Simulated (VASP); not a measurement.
A run of VASP 6.6.1:

Contents of POSCAR:

```
CdSe
1.0
    4.3407236658      0.0000000000      0.0000000000
   -2.1703618329      3.7591769654      0.0000000000
    0.0000000000      0.0000000000      7.0766459798
Cd Se
2 2
Direct
    0.3333333333      0.6666666667     -0.0004760038
    0.6666666667      0.3333333333      0.4995239962
    0.3333333333      0.6666666667      0.3754760038
    0.6666666667      0.3333333333      0.8754760038
```

The input INCAR.step1:

```
SYSTEM = CdSe
PREC = Accurate
ENCUT = 520
ISMEAR = 0
SIGMA = 0.01
LREAL = .False.
LASPH = .True.
NELM = 60
NBANDS = 26
GGA = PE
ALGO = Normal
EDIFF = 1E-4
LWAVE = .True.
LCHARG = .False.
```

INCAR.step2

```
SYSTEM = CdSe
PREC = Accurate
ENCUT = 520
EDIFF = 1E-7
ISMEAR = 0
SIGMA = 0.01
LREAL = .False.
LASPH = .True.
NELM = 60
ALGO = Normal
ISIF = 2
LWAVE = .False.
LCHARG = .False.
METAGGA = R2SCAN
LMIXTAU = .True.
NBANDS = 26
ISTART = 1
```

File KPOINTS:

```
Automatic mesh
0
Gamma
  12 12 4
  0 0 0
```

Potentials or basis: VASP PAW PBE potentials, release 64 (Cd, Se).

Launch:

```sh
$ cat potpaw_PBE.64/Cd/POTCAR potpaw_PBE.64/Se/POTCAR > POTCAR
$ cp INCAR.step1 INCAR
$ mpirun -np 1 vasp_std > vasp.out
$ cp INCAR.step2 INCAR
$ mpirun -np 1 vasp_std > vasp.out
```

Hardware: 1 thread of Intel(R) Xeon(R) Platinum 8375C CPU @ 2.90GHz (Ice Lake), with other jobs on the host.

Task: Estimate the wall time of this run.

Result: Run time: 6.1 min on 1 thread of Intel(R) Xeon(R) Platinum 8375C CPU @ 2.90GHz (Ice Lake), on a shared host, peak memory 0.33 GiB. Counts: k points 57.
